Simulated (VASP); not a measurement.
Write the native input for VASP 6.6.1 that does the following.

```
Task                   : single point
Functional             : PBEsol
Potentials or basis    : VASP PAW PBE potentials, release 64 (Pb_d, O)
Cutoff                 : 520 eV
k mesh                 : 6 × 6 × 6
Occupations            : fermi-dirac, width 0.1 eV
Spin                   : no spin polarisation
Dipole correction      : no
Further INCAR settings : ALGO = Normal; EDIFF = 1e-07; NBANDS = 43
```

The structure of Pb2O lies in POSCAR:

```
Pb2O
1.0
    5.3800000000      0.0000000000      0.0000000000
    0.0000000000      5.3800000000      0.0000000000
    0.0000000000      0.0000000000      5.3800000000
Pb O
4 2
Direct
    0.2500000000      0.2500000000      0.2500000000
    0.7500000000      0.7500000000      0.2500000000
    0.2500000000      0.7500000000      0.7500000000
    0.7500000000      0.2500000000      0.7500000000
    0.0000000000      0.0000000000      0.0000000000
    0.5000000000      0.5000000000      0.5000000000
```

The input as run:

INCAR

```
SYSTEM = Pb2O
PREC     = Accurate       ! precision mode
ENCUT    = 520            ! plane-wave cutoff, eV
EDIFF    = 1E-7           ! SCF threshold, eV
ISMEAR   = -1             ! smearing method
SIGMA    = 0.1            ! smearing width, eV
LREAL    = .FALSE.        ! projectors in reciprocal space
LASPH    = .TRUE.         ! aspherical terms in the spheres
NELM     = 60             ! most SCF steps
ALGO     = Normal         ! electronic algorithm
ISIF     = 2              ! what is computed and relaxed
LWAVE    = .FALSE.        ! write WAVECAR
LCHARG   = .FALSE.        ! write CHGCAR
GGA      = PS             ! functional
NBANDS   = 43             ! bands
```

KPOINTS

```
regular mesh
0
G
  6 6 6
  0 0 0
```

Potentials or basis: VASP PAW PBE potentials, release 64 (Pb_d, O).

Run with:

```bash
$ cat potpaw_PBE.64/Pb_d/POTCAR potpaw_PBE.64/O/POTCAR > POTCAR
$ mpirun -np 1 vasp_std > vasp.out
```

It gave:

```
Pressure               : 0.0 GPa
Band gap on the k mesh : zero (bands 34 and 35 overlap by 0.89 eV)
```

Caveat: the PAW data sets were made with another functional, which shifts forces and pressure a little; spin-orbit coupling is left out, which moves the levels of the heavy elements.

Wall time 93 s on 1 thread of AMD EPYC 9R45 96-Core Processor (Zen 5) (shared host), peak memory 0.26 GiB.
